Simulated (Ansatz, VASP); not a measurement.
One calculation of Ag, two programs

```
Ag
1.0
     2.93000    0.00000    0.00000
    -1.46500    2.53745    0.00000
     0.00000    0.00000    4.79000
Ag
2
Direct
  0.33333 0.66667 0.25000
  0.66667 0.33333 0.75000
```

Alike in both runs: task electric field gradients; functional PBE; k mesh 18 × 18 × 10; occupations fermi-dirac, width 0.03 eV; no spin polarisation.

```csv
,VASP,Ansatz
version,VASP 6.6.1,Ansatz 0.2.0
potentials or method,"VASP PAW PBE potentials, release 64 (Ag)","PAW with Ansatz's default frozen-core files, scalar-relativistic"
plane-wave cutoff (eV),520,420
valence electrons in the cell,22,38
```

```csv
,VASP,Ansatz,Ansatz less VASP
pressure (GPa),0.3,0.4,+0.12
size of Vzz on the site where it differs most (V/Å²),1.5,1.6,+0.11
```

With one functional, cell and mesh, what is left measures potentials, basis and numerics. VASP's potentials hold 22 valence electrons a cell and Ansatz's 38, so a difference there can come from the potentials and not from the codes.
